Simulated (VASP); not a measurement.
# Cu in VASP: further runs, part 2 of 2

VASP 6.6.1. Earlier steps stand in the parts before.

## 3. Single point, PBE+D3(BJ)

This run uses another cell than the first one.

Contents of INCAR:

```
PREC     = Accurate       # precision mode
ENCUT    = 520            # plane-wave cutoff, eV
EDIFF    = 1E-6           # SCF threshold, eV
ISMEAR   = 0              # smearing method
SIGMA    = 0.1            # smearing width, eV
LREAL    = Auto         
LASPH    = T              # aspherical terms in the spheres
NELM     = 60             # most SCF steps
ALGO     = Normal         # electronic algorithm
ISIF     = 2              # what is computed and relaxed
LWAVE    = F              # write WAVECAR
LCHARG   = T              # write CHGCAR
LDIPOL   = T            
IDIPOL   = 3            
DIPOL    = 0.5 0.5 0.418
GGA      = PE             # functional
IVDW     = 12             # dispersion correction
LELF     = T              # ELF
LVHAR    = T            
LVACPOTAV= T            
NBANDS   = 102            # bands
```

Contents of KPOINTS:

```
Automatic mesh
0
Gamma
  4 4 1
```

Contents of POSCAR:

```
Cu
1.0
    5.0393684365      0.0000000000      0.0000000000
    0.0000000000      5.0393684365      0.0000000000
    0.0000000000      0.0000000000     25.5925573916
Cu
16
Direct
    0.2500000000      0.2500000000      0.3125908785
    0.2500000000      0.7500000000      0.3125908785
    0.7500000000      0.2500000000      0.3125908785
    0.7500000000      0.7500000000      0.3125908785
    0.5000000000      0.5000000000      0.3822082197
    0.5000000000      0.0000000000      0.3822082197
    0.0000000000      0.5000000000      0.3822082197
    0.0000000000      0.0000000000      0.3822082197
    0.7499141931      0.7517043446      0.4537562525
    0.7499596888      0.2520103700      0.4524913358
    0.2499832896      0.7506905520      0.4530725180
    0.2500062926      0.2510100194      0.4518063340
    0.0031024624      0.0009724921      0.5242190788
    0.0024447824      0.5032738498      0.5244823024
    0.4974813269      0.0012986468      0.5242681294
    0.4972767782      0.5035411877      0.5245294825
```

Potentials or basis: VASP PAW PBE potentials, release 64 (Cu).

Started as:

```
cat potpaw_PBE.64/Cu/POTCAR > POTCAR
mpirun -np 1 vasp_std > vasp.out
```

OUTCAR:

```text
PREC = Accurate
   ENCUT = 520
   EDIFF = 1E-6
   ISMEAR = 0
   LREAL = Auto
   LASPH = T
   NELM = 60
   ISIF = 2
   GGA = PE
   IVDW = 12
 IVDW          = 12

 ion  position               nearest neighbor table
   1  0.250  0.250  0.313-   2 2.52   3 2.52   2 2.52   3 2.52   7 2.52   8 2.52   5 2.52   6 2.52

   2  0.250  0.750  0.313-   1 2.52   4 2.52   1 2.52   4 2.52   7 2.52   8 2.52   5 2.52   6 2.52

   3  0.750  0.250  0.313-   1 2.52   4 2.52   4 2.52   1 2.52   7 2.52   8 2.52   5 2.52   6 2.52
[... 23 lines left out ...]
  15  0.497  0.001  0.524-  13 2.49  16 2.51  16 2.53   9 2.54  11 2.54  13 2.55  12 2.56  10 2.57
[... 1253 lines left out ...]
  Total      -6.04292    -6.07187    -1.49802     0.00020    -0.14662    -0.00442
  in kB     -14.89674   -14.96811    -3.69286     0.00049    -0.36144    -0.01090
  external pressure =      -11.19 kB  Pullay stress =        0.00 kB

 VOLUME and BASIS-vectors are now :
 -----------------------------------------------------------------------------
  energy-cutoff  :      520.00
  volume of cell :      649.93
      direct lattice vectors                 reciprocal lattice vectors
     5.039368437  0.000000000  0.000000000     0.198437565  0.000000000  0.000000000
     0.000000000  5.039368437  0.000000000     0.000000000  0.198437565  0.000000000
     0.000000000  0.000000000 25.592557392     0.000000000  0.000000000  0.039073860

 POSITION                                       TOTAL-FORCE (eV/Angst)
 -----------------------------------------------------------------------------------
      1.25984      1.25984      8.00000        -0.000018      0.000259      0.029215
      1.25984      3.77953      8.00000        -0.000037      0.000578      0.029077
      3.77953      1.25984      8.00000        -0.000004      0.000240      0.029203
      3.77953      3.77953      8.00000         0.000020      0.000444      0.028584
      2.51968      2.51968      9.78169         0.026536      0.059514     -0.108359
      2.51968      0.00000      9.78169         0.027305     -0.035889     -0.101327
[... 8 lines left out ...]
      2.50699      0.00654     13.41736         0.107146      0.086283     -0.218476
      2.50596      2.53753     13.42405         0.099039     -0.101658     -0.239537
 -----------------------------------------------------------------------------------
    total drift:                               -0.000044      0.000704     -0.000475

  FREE ENERGIE OF THE ION-ELECTRON SYSTEM (eV)
  ---------------------------------------------------
  free  energy   TOTEN  =       -61.3764373150 eV

  energy  without entropy=      -61.3241641817  energy(sigma->0) =      -61.35030075

 vacuum level on the upper side and lower side of the slab         3.571         3.555
```

stdout:

```text
POSCAR found type information on POSCAR Cu
 POSCAR found :  1 types and      16 ions
 scaLAPACK will be used
 LDA part: xc-table for (Slater+PW92), standard interpolation
 POSCAR, INCAR and KPOINTS ok, starting setup
 FFT: planning ... GRIDC
 FFT: planning ... GRID_SOFT
 FFT: planning ... GRID
 WAVECAR not read
 entering main loop
 -----------------------------------------------------------------------------
|                                                                             |
|           W    W    AA    RRRRR   N    N  II  N    N   GGGG   !!!           |
|           W    W   A  A   R    R  NN   N  II  NN   N  G    G  !!!           |
|           W    W  A    A  R    R  N N  N  II  N N  N  G       !!!           |
|           W WW W  AAAAAA  RRRRR   N  N N  II  N  N N  G  GGG   !            |
|           WW  WW  A    A  R   R   N   NN  II  N   NN  G    G                |
|           W    W  A    A  R    R  N    N  II  N    N   GGGG   !!!           |
|                                                                             |
|     Did not find any points to average over, which means that no vacuum     |
|     field-free region was found. Please increase the size of  your cell     |
|     in the dimension of the dipole correction to obtain accurate            |
|     workfunction values.                                                    |
|                                                                             |
 -----------------------------------------------------------------------------
```

Run time: 17 min. Hardware: 1 thread of Intel Xeon 6975P-C (Granite Rapids), shared host; peak memory 0.84 GiB.

Results:

- Free energy: -61.3764 eV
- Largest force: 0.462 eV/Å
- Band gap on the k mesh: zero (bands 88 and 89 overlap by 0.94 eV)
- Dispersion energy per atom: -0.416 eV

Forces on the atoms (eV/Å):
```
Cu   0.000  0.000  0.029
Cu   0.000  0.001  0.029
Cu   0.000  0.000  0.029
Cu   0.000  0.000  0.029
Cu   0.027  0.060 -0.108
Cu   0.027 -0.036 -0.101
Cu  -0.027  0.060 -0.108
Cu  -0.028 -0.036 -0.100
Cu   0.002 -0.010  0.147
Cu   0.001 -0.016  0.403
Cu   0.001  0.005  0.198
Cu   0.001  0.000  0.462
Cu  -0.111  0.089 -0.214
Cu  -0.099 -0.102 -0.236
Cu   0.107  0.086 -0.218
Cu   0.099 -0.102 -0.240
```

## 4. Single point, PBE+D3(BJ)

This run uses another cell than the first one.

Contents of INCAR:

```
PREC = Accurate
ENCUT = 520
EDIFF = 1E-6
ISMEAR = 0
SIGMA = 0.1
LREAL = Auto
LASPH = True
NELM = 100
ALGO = Normal
ISIF = 2
LWAVE = False
LCHARG = False
LDIPOL = True
IDIPOL = 3
DIPOL = 0.5 0.5 0.431
GGA = PE
IVDW = 12
NBANDS = 102
```

Contents of KPOINTS:

```
regular mesh
0
Gamma
  4 4 1
```

Contents of POSCAR:

```
Cu
1.0
    5.0393684365      0.0000000000      0.0000000000
    0.0000000000      5.0393684365      0.0000000000
    0.0000000000      0.0000000000     24.7826573916
Cu
16
Direct
    0.2500000000      0.2500000000      0.3228063832
    0.2500000000      0.7500000000      0.3228063832
    0.7500000000      0.2500000000      0.3228063832
    0.7500000000      0.7500000000      0.3228063832
    0.5000000000      0.5000000000      0.3946988268
    0.5000000000      0.0000000000      0.3946988268
    0.0000000000      0.5000000000      0.3946988268
    0.0000000000      0.0000000000      0.3946988268
    0.7500615544      0.7499678339      0.4680453590
    0.7500744382      0.2499000594      0.4681937034
    0.2499896080      0.7499535597      0.4681293821
    0.2499814250      0.2499167331      0.4680448771
   -0.0002347117      0.0001678487      0.5396696381
    0.0006436362      0.5005445672      0.5389695227
    0.4993755188     -0.0006967553      0.5389532277
    0.5003963127      0.4995539913      0.5395628208
```

Started as:

```
cat potpaw_PBE.64/Cu/POTCAR > POTCAR
mpirun -np 1 vasp_std > vasp.out
```

Wall time 23 min (1 thread of Intel Xeon Platinum 8488C (Sapphire Rapids), shared host); peak memory 0.83 GiB.

It converged, with:

```yaml
Free_energy: -61.4153 eV
Largest_force: 0.081 eV/Å
Band_gap_on_the_k_mesh: zero (bands 88 and 89 overlap by 0.92 eV)
Dispersion_energy_per_atom: -0.418 eV
```

Forces on the atoms (eV/Å):
```
Cu   0.000  0.000  0.040
Cu   0.000  0.000  0.039
Cu   0.000  0.000  0.039
Cu   0.000  0.000  0.040
Cu   0.001 -0.002 -0.065
Cu   0.001  0.001 -0.061
Cu  -0.001 -0.002 -0.061
Cu  -0.001  0.001 -0.067
Cu   0.000  0.000 -0.007
Cu   0.000  0.000 -0.026
Cu   0.000  0.000 -0.025
Cu   0.000  0.000 -0.007
Cu  -0.005  0.005 -0.004
Cu  -0.009 -0.011  0.078
Cu   0.012  0.009  0.079
Cu   0.001 -0.001  0.007
```

Levels at points of the mesh, in eV from the Fermi level:
| k point | band 84 | band 85 | band 86 | band 87 | band 88 | band 89 | band 90 | band 91 | band 92 | band 93 |
| --- | --- | --- | --- | --- | --- | --- | --- | --- | --- | --- |
| (0.00, 0.00, 0.00) | -0.53 | -0.35 | -0.34 | -0.33 | -0.33 | -0.03 | -0.03 | -0.02 | -0.02 | 1.06 |
| (0.50, 0.00, 0.00) | -1.53 | -1.08 | -1.08 | 0.79 | 0.79 | 0.80 | 0.80 | 1.27 | 1.27 | 2.02 |
| (0.00, 0.50, 0.00) | -1.53 | -1.08 | -1.08 | 0.79 | 0.79 | 0.80 | 0.80 | 1.27 | 1.27 | 2.02 |
| (0.50, 0.50, 0.00) | -1.56 | -1.17 | -1.17 | -1.17 | -1.17 | 0.33 | 0.34 | 0.34 | 0.34 | 2.83 |

## 5. Summary

```csv
cell,gap on the mesh (eV),largest force (eV/Å)
"a = 5.039, b = 5.039, c = 25.058 Å, 16 atoms, atomic positions A",none,0.11
"a = 5.039, b = 5.039, c = 25.593 Å, 16 atoms, atomic positions B",none,0.46
"a = 5.039, b = 5.039, c = 24.783 Å, 16 atoms, atomic positions C",none,0.08
```

Alike in all rows: task single point; level PBE+D3(BJ); potentials or basis VASP PAW PBE potentials, release 64 (Cu); no spin polarisation; k mesh 4 × 4 × 1; cutoff (eV) 520; smearing gaussian 0.1 eV.

Total energies depend on the potentials used, so only differences within one code and one set of settings carry meaning.
